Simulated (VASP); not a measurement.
# HfTa3 (Fm-3m) in VASP: further runs

Runs on HfTa3. Level: PBEsol. Tasks: single point.

Program: VASP 6.6.1. These are calculated values, not measurements. Logs are shortened: lines on timing, memory, paths and dates and some standing lists are left out, and cuts for length are marked.

### 1 The cell of the first run

Symmetry: Fm-3m, No. 225, cubic system. The conventional cell has a = 6.622 Å, b = 6.622 Å, c = 6.622 Å, α = 90.00°, β = 90.00°, γ = 90.00°. Within 3.8 Å of Hf (site symmetry m-3m) lie 14 Ta at 2.87 to 3.31 Å. Within 3.8 Å of Ta (site symmetry m-3m) lie 8 Ta at 2.87 Å and 6 Hf at 3.31 Å. Within 3.8 Å of Ta (site symmetry -43m) lie 4 Hf at 2.87 Å and 10 Ta at 2.87 to 3.31 Å.

### 2 Single point, PBEsol

The input, INCAR:

```
SYSTEM = HfTa3
PREC = Accurate ; ENCUT = 500
EDIFF = 1E-6 ; ISMEAR = -1
SIGMA = 0.05 ; LREAL = .FALSE.
LASPH = .TRUE. ; NELM = 120
ALGO = Normal ; ISIF = 2
LWAVE = .FALSE. ; LCHARG = .TRUE.
GGA = PS ; LELF = .TRUE.
LVHAR = .TRUE. ; NBANDS = 30
GGA_COMPAT = .FALSE.
```

The input, KPOINTS:

```
Automatic mesh
0
G
  6 6 6
  0 0 0
```

The input, POSCAR:

```
HfTa3
1.0
    0.0000000000      3.3110157894      3.3110157894
    3.3110157894      0.0000000000      3.3110157894
    3.3110157894      3.3110157894      0.0000000000
Hf Ta
1 3
Direct
    0.0000000000      0.0000000000      0.0000000000
    0.5000000000      0.5000000000      0.5000000000
    0.2500000000      0.2500000000      0.2500000000
    0.7500000000      0.7500000000      0.7500000000
```

Potentials or basis: VASP PAW PBE potentials, release 64 (Hf_pv, Ta_pv).

Run with:

```console
$ cat potpaw_PBE.64/Hf_pv/POTCAR potpaw_PBE.64/Ta_pv/POTCAR > POTCAR
$ mpirun -np 1 vasp_std > vasp.out
```

OUTCAR:

```text
SYSTEM = HfTa3
   PREC = Accurate
   ENCUT = 500
   EDIFF = 1E-6
   ISMEAR = -1
   LREAL = .FALSE.
   LASPH = .TRUE.
   NELM = 120
   ISIF = 2
   GGA = PS

 ion  position               nearest neighbor table
   1  0.000  0.000  0.000-   4 2.87   3 2.87   4 2.87   3 2.87   4 2.87   4 2.87   3 2.87   3 2.87
                             2 3.31   2 3.31   2 3.31   2 3.31   2 3.31   2 3.31
   2  0.500  0.500  0.500-   3 2.87   3 2.87   4 2.87   4 2.87   3 2.87   3 2.87   4 2.87   4 2.87
                             1 3.31   1 3.31   1 3.31   1 3.31   1 3.31   1 3.31
   3  0.250  0.250  0.250-   1 2.87   1 2.87   2 2.87   2 2.87   1 2.87   1 2.87   2 2.87   2 2.87
                             4 3.31   4 3.31   4 3.31   4 3.31   4 3.31   4 3.31
   4  0.750  0.750  0.750-   2 2.87   1 2.87   2 2.87   1 2.87   2 2.87   2 2.87   1 2.87   1 2.87
                             3 3.31   3 3.31   3 3.31   3 3.31   3 3.31   3 3.31

  LATTYP: Found a face centered cubic cell.
 ALAT       =     6.6220315788

  Lattice vectors:

 A1 = (   0.0000000000,   3.3110157894,   3.3110157894)
 A2 = (   3.3110157894,   0.0000000000,   3.3110157894)
 A3 = (   3.3110157894,   3.3110157894,   0.0000000000)

Analysis of symmetry for initial positions (statically):
=====================================================================
 Subroutine PRICEL returns:
 Original cell was already a primitive cell.

 Routine SETGRP: Setting up the symmetry group for a
 face centered cubic supercell.

 Subroutine GETGRP returns: Found 48 space group operations
 (whereof 48 operations were pure point group operations)
 out of a pool of 48 trial point group operations.

The static configuration has the point symmetry O_h .

Analysis of symmetry for dynamics (positions and initial velocities):
=====================================================================
 Subroutine PRICEL returns:
 Original cell was already a primitive cell.

 Routine SETGRP: Setting up the symmetry group for a
 face centered cubic supercell.

 Subroutine GETGRP returns: Found 48 space group operations
 (whereof 48 operations were pure point group operations)
 out of a pool of 48 trial point group operations.

The dynamic configuration has the point symmetry O_h .

 Subroutine INISYM returns: Found 48 space group operations
 (whereof 48 operations are pure point group operations),
 and found     1 'primitive' translations

----------------------------------------------------------------------------------------

                                     Primitive cell
[... 86 lines left out ...]
   EDIFF  = 0.1E-05   stopping-criterion for ELM
   LREAL  =      F    real-space projection
   EDIFFG = 0.1E-04   stopping-criterion for IOM
   NSW    =      0    number of steps for IOM
   IBRION =     -1    ionic relax: 0-MD 1-quasi-New 2-CG
   NFREE  =      0    steps in history (QN), initial steepest desc. (CG)
   ISIF   =      2    stress and relaxation
   ISYM   =      2    0-nonsym 1-usesym 2-fastsym
   POTIM  = 0.5000    time-step for ionic-motion
   TEBEG  =    0.0;   TEEND  =   0.0 temperature during run
   PSTRESS=    0.0 pullay stress
   NELECT =      43.0000    total number of electrons
   NUPDOWN=      -1.0000    fix difference up-down
   EMIN   =  10.00;   EMAX   =-10.00  energy-range for DOS
   EFERMI =   0.00;   METHOD = LEGACY
   ISMEAR =    -1;   SIGMA  =   0.05  broadening in eV -4-tet -1-fermi 0-gaus
   EFERMI_NEDOS =   21; number of points for ismear=-14 and -15
   IALGO  =     38    algorithm
   IMIX   =      4    mixing-type and parameters
     AMIX     =   0.40;   BMIX     =  1.00
     AMIX_MAG =   1.60;   BMIX_MAG =  1.00
  volume/ion in A,a.u.               =      18.15       122.48
  Fermi-wavevector in a.u.,A,eV,Ry     =   1.374864  2.598116 25.718426  1.890251
  Thomas-Fermi vector in A             =   2.500252
   LORBIT       =      0    0 simple, 1 ext, 2 COOP (PROOUT), +10 PAW based schemes
   GGA     = PS    functional components
   LHFCALC =     F    Hartree Fock is set to
   AEXX    =    0.0000 exact exchange contribution
   IVDW    =     0    specifies the selected vdW correction
   LEPSILON=     F    determine dielectric tensor
   LRPA    =     F    only Hartree local field effects (RPA)
 non-spin polarized calculation
  energy-cutoff  :      500.00
  volume of cell :       72.60
 maximum number of plane-waves:      1868
 NGX is ok and might be reduce to    36
   NGX = 17   NGY = 17   NGZ = 17

 number of electron      43.0000007 magnetization

 Free energy of the ion-electron system (eV)
  ---------------------------------------------------
  ext. energy  EPLUGINS =         0.00000000
  ---------------------------------------------------
  free energy    TOTEN  =       -47.77792430 eV

  energy without entropy =      -47.71651575  energy(sigma->0) =      -47.74722002

 E-fermi :   5.4017     XC(G=0): -12.6105

 val. band max:        5.3855471501   @ k =   0.3333   0.0000   0.0000
 cond. band min:       5.4042591379   @ k =   0.5000   0.3333   0.1667
 fundamental gap:      0.0187119878
 Fermi energy:         5.4016532147

 k-point     1 :       0.0000    0.0000    0.0000
  band No.  band energies     occupation
      1     -28.3524      2.00000
      2     -28.3524      2.00000
      3     -28.3524      2.00000
      4     -28.2721      2.00000
      5     -28.2721      2.00000
      6     -28.2721      2.00000
[... 517 lines left out ...]
     29      10.2679      0.00000
     30      10.4841      0.00000

------------------------ aborting loop because EDIFF is reached ----------------------------------------

  FORCE on cell =-STRESS in cart. coord.  units (eV):
  Direction    XX          YY          ZZ          XY          YZ          ZX
  --------------------------------------------------------------------------------------
  -------------------------------------------------------------------------------------
  Total        1.0836041      1.0836041      1.0836041     -0.0000000      0.0000000      0.0000000
  in kB       23.9148393     23.9148393     23.9148393     -0.0000000      0.0000000      0.0000000
  external PRESSURE =      23.9148393 kB  Pullay stress =       0.0000000 kB

 VOLUME and BASIS-vectors are now :
 -----------------------------------------------------------------------------
  energy-cutoff  :      500.00
  volume of cell :       72.60
      direct lattice vectors                 reciprocal lattice vectors
     0.000000000  3.311015789  3.311015789    -0.151011059  0.151011059  0.151011059
     3.311015789  0.000000000  3.311015789     0.151011059 -0.151011059  0.151011059
     3.311015789  3.311015789  0.000000000     0.151011059  0.151011059 -0.151011059

 POSITION                                       TOTAL-FORCE (eV/Angst)
 -----------------------------------------------------------------------------------
      0.00000      0.00000      0.00000        -0.000000      0.000000     -0.000000
      3.31102      3.31102      3.31102        -0.000000      0.000000     -0.000000
      1.65551      1.65551      1.65551         0.000000      0.000000      0.000000
      4.96652      4.96652      4.96652        -0.000000     -0.000000     -0.000000
 -----------------------------------------------------------------------------------
    total drift:                                0.000000      0.000000      0.000000

  FREE ENERGIE OF THE ION-ELECTRON SYSTEM (eV)
  ---------------------------------------------------
  free  energy   TOTEN  =       -47.7779242986 eV

  energy  without entropy=      -47.7165157474  energy(sigma->0) =      -47.74722002
```

stdout:

```text
POSCAR found type information on POSCAR HfTa
 POSCAR found :  2 types and       4 ions
 scaLAPACK will be used
 -----------------------------------------------------------------------------
|                                                                             |
|                                                                             |
|     You enforced a specific xc type in the INCAR file but a different       |
|     I HOPE YOU KNOW WHAT YOU ARE DOING!                                     |
|                                                                             |
 -----------------------------------------------------------------------------

 LDA part: xc-table for (Slater+PW92), standard interpolation
 POSCAR, INCAR and KPOINTS ok, starting setup
 FFT: planning ... GRIDC
 FFT: planning ... GRID_SOFT
 FFT: planning ... GRID
 WAVECAR not read
 entering main loop
```

Run time: 52 s. Hardware: 1 thread of Intel Xeon 8259CL, shared host; peak memory 0.21 GiB.

What came out:

| Property | Result |
| --- | --- |
| Free energy | -47.7779 eV |
| Pressure | 2.4 GPa |

Caveat: the PAW data sets were made with another functional, which shifts forces and pressure a little; spin-orbit coupling is left out, which moves the levels of the heavy elements.

### 3 Single point, PBEsol

This run uses another cell than the first one, of 18.43 Å³/atom, 1.015 times its volume.

The input, INCAR:

```
SYSTEM = HfTa3
ALGO = Normal ; EDIFF = 1E-6
ENCUT = 500 ; GGA = PS
GGA_COMPAT = .False. ; ISIF = 2
ISMEAR = -1 ; LASPH = .True.
LCHARG = .False. ; LREAL = .False.
LWAVE = .False. ; NBANDS = 30
NELM = 120 ; PREC = Accurate
SIGMA = 0.05
```

The input, KPOINTS:

```
k-points
0
Gamma
  6 6 6
  0 0 0
```

The input, POSCAR:

```
HfTa3
1.0
    0.0000000000      3.3277383750      3.3277383750
    3.3277383750      0.0000000000      3.3277383750
    3.3277383750      3.3277383750      0.0000000000
Hf Ta
1 3
Direct
    0.0000000000      0.0000000000      0.0000000000
    0.5000000000      0.5000000000      0.5000000000
    0.2500000000      0.2500000000      0.2500000000
    0.7500000000      0.7500000000      0.7500000000
```

Potentials or basis: VASP PAW PBE potentials, release 64 (Hf_pv, Ta_pv).

Run with:

```console
$ cat potpaw_PBE.64/Hf_pv/POTCAR potpaw_PBE.64/Ta_pv/POTCAR > POTCAR
$ mpirun -np 1 vasp_std > vasp.out
```

It took 66 s on 1 thread of Intel Xeon 8259CL, shared host; peak memory 0.21 GiB.

The run converged. Its results:

```yaml
Free_energy: -47.7855 eV
Pressure: -0.3 GPa
```

Levels at points of the mesh, in eV from the Fermi level:
```tsv
k point	band 19	band 20	band 21	band 22	band 23	band 24
(0.00, 0.00, 0.00)	-1.00	-1.00	-1.00	0.97	0.97	0.97
(0.50, 0.00, 0.00)	-1.49	-1.18	-0.96	-0.96	-0.68	-0.68
(0.50, 0.50, 0.00)	-0.99	-0.57	1.18	1.18	1.69	1.69
```

Caveat: the PAW data sets were made with another functional, which shifts forces and pressure a little; spin-orbit coupling is left out, which moves the levels of the heavy elements.

[end of part 1 of 2]
